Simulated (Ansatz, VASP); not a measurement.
## AsPt in VASP and in Ansatz

The input INCAR:

```
SYSTEM = AsPt
PREC = Accurate ; ENCUT = 600
EDIFF = 1E-6 ; ISMEAR = 0
SIGMA = 0.1 ; LREAL = .FALSE.
LASPH = .TRUE. ; NELM = 100
ALGO = Normal ; ISIF = 3
LWAVE = .FALSE. ; LCHARG = .FALSE.
GGA = PE ; IBRION = 2
NSW = 90 ; EDIFFG = -0.04
```

File KPOINTS:

```
regular mesh
0
G
  4 6 4
  0 0 0
```

File POSCAR:

```
AsPt
1.0
    4.7467846409      0.0000000000      0.0000000000
    0.0000000000      3.1412545417      0.0000000000
    0.0000000000      0.0000000000      4.8465070073
As Pt
2 2
Direct
    0.7500000000      0.0000000000      0.6870000000
    0.2500000000      0.0000000000      0.3130000000
    0.7500000000      0.5000000000      0.1880000000
    0.2500000000      0.5000000000      0.8120000000
```

Input for Ansatz:

```yaml
crystal:
  lattice:
    - [4.7467846409, 0.0, 0.0]
    - [0.0, 3.1412545417, 0.0]
    - [0.0, 0.0, 4.8465070073]
  atoms:
    - { symbol: As, position: [0.75, 0.0, 0.687] }
    - { symbol: As, position: [0.25, 0.0, 0.313] }
    - { symbol: Pt, position: [0.75, 0.5, 0.188] }
    - { symbol: Pt, position: [0.25, 0.5, 0.812] }
basis:
  ecutwfc: 420
kpoints:
  mp_grid: { grid: [4, 6, 4] }
hamiltonian:
  xc: pbe
scf:
  occupations: { method: gaussian, width: 0.1 }
  lower_state_search: "off"
output:
  forces: true
  stress: true
  eigenvalues: true
relax:
  adjacent_minimum: "off"
  f_tol: 0.04
  max_steps: 70
  cell: { stress_tol: 0.4 }
```

Alike in both runs: task relaxation of cell and atoms; functional PBE; k mesh 4 × 6 × 4; occupations gaussian, width 0.1 eV; no spin polarisation.

|  | VASP | Ansatz |
| --- | --- | --- |
| version | VASP 6.6.1 | Ansatz 0.2.0 |
| potentials or method | VASP PAW PBE potentials, release 64 (As, Pt), cutoff 600 eV | scalar-relativistic, plane waves, PAW |
| valence electrons in the cell | 30 | 66 |

|  | VASP | Ansatz | Ansatz less VASP |
| --- | --- | --- | --- |
| gap on the k mesh at the Fermi level, each at its own relaxed structure (eV) | none | none | - |
| relaxed volume (Å³/atom) | 16.67 | 16.66 | -0.011 |
| relaxed cell length with the largest relative difference (Å) | 4.654 | 4.643 | -0.0107 |

A gap of «none» marks a metal or a gap that the smearing closes. VASP's potentials hold 30 valence electrons a cell and Ansatz's 66, so a difference there can come from the potentials and not from the codes.

Neither program's run includes spin-orbit coupling.
